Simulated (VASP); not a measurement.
A run of VASP 6.6.1:

Contents of INCAR:

```
SYSTEM = EuBe2
  PREC = Accurate
  ENCUT = 600
  EDIFF = 1E-6
  ISMEAR = 0
  SIGMA = 0.1
  LREAL = .False.
  LASPH = .True.
  NELM = 150
  ALGO = Normal
  ISIF = 3
  LWAVE = .False.
  LCHARG = .False.
  ISPIN = 2
  MAGMOM = 7 7 0 0 0 0
  LORBIT = 11
  LMAXMIX = 6
  GGA = PE
  IBRION = 2
  NSW = 90
  EDIFFG = -0.04
```

File KPOINTS:

```
Automatic mesh
0
Gamma
  4 4 4
  0 0 0
```

File POSCAR:

```
EuBe2
1.0
    0.0000000000      3.5409867700      3.5409867700
    3.5409867700      0.0000000000      3.5409867700
    3.5409867700      3.5409867700      0.0000000000
Eu Be
2 4
Direct
    0.0000000000      0.0000000000      0.0000000000
    0.2500000000      0.2500000000      0.2500000000
    0.6250000000      0.6250000000      0.6250000000
    0.1250000000      0.6250000000      0.6250000000
    0.6250000000      0.1250000000      0.6250000000
    0.6250000000      0.6250000000      0.1250000000
```

Potentials or basis: VASP PAW PBE potentials, release 64 (Eu, Be).

The run is started by

```sh
$ cat potpaw_PBE.64/Eu/POTCAR potpaw_PBE.64/Be/POTCAR > POTCAR
$ mpirun -np 1 vasp_std > vasp.out
```

Hardware: 1 thread of Intel(R) Xeon(R) Platinum 8488C (Sapphire Rapids), with other jobs on the host.

Estimate the wall time of this run.

Run time: 7 min on 1 thread of Intel(R) Xeon(R) Platinum 8488C (Sapphire Rapids) (shared host), peak memory 0.32 GiB. Counts: scf iterations 68, k points 8, ion steps 2.
